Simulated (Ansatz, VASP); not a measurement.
## One calculation of Cu, two programs

The input INCAR:

```
SYSTEM = Cu
PREC = Accurate
ENCUT = 520
EDIFF = 1E-6
ISMEAR = -1
SIGMA = 0.08
LREAL = .FALSE.
LASPH = .TRUE.
NELM = 100
ALGO = Normal
ISIF = 2
LWAVE = .FALSE.
LCHARG = .TRUE.
GGA = PS
LELF = .TRUE.
LVHAR = .TRUE.
NBANDS = 12
```

File KPOINTS:

```
Automatic mesh
0
G
  19 19 19
  0 0 0
```

POSCAR

```
Cu
1.0
    0.0000000000      1.7892411759      1.7892411759
    1.7892411759      0.0000000000      1.7892411759
    1.7892411759      1.7892411759      0.0000000000
Cu
1
Direct
    0.0000000000      0.0000000000      0.0000000000
```

Input for Ansatz:

```yaml
crystal:
  lattice:
    - [0.0, 1.7892411759, 1.7892411759]
    - [1.7892411759, 0.0, 1.7892411759]
    - [1.7892411759, 1.7892411759, 0.0]
  atoms:
    - { symbol: Cu, position: [0.0, 0.0, 0.0] }
kpoints:
  mp_grid: { grid: [19, 19, 19] }
scf:
  occupations: { method: fermi_dirac, width: 0.08 }
hamiltonian:
  xc: pbesol
  pseudopotentials: { kind: all_electron, lapw: { basis_error: 0.00025 } }
output:
  forces: true
  stress: true
  eigenvalues: true
```

Change from the starting cell: volume scaled by 0.97.

Alike in both runs: task single point; functional PBEsol; k mesh 19 × 19 × 19; occupations fermi-dirac, width 0.08 eV; no spin polarisation.

```csv
,VASP,Ansatz
version,VASP 6.6.1,Ansatz 0.2.0
potentials or method,"VASP PAW PBE potentials, release 64 (Cu), cutoff 520 eV","all-electron LAPW, scalar-relativistic"
```

|  | VASP | Ansatz | Ansatz less VASP |
| --- | --- | --- | --- |
| pressure (GPa) | -1.4 | -2.1 | -0.70 |

VASP's potentials were made for PBE, not for PBEsol. Ansatz ran all-electron here, and VASP with PAW potentials.
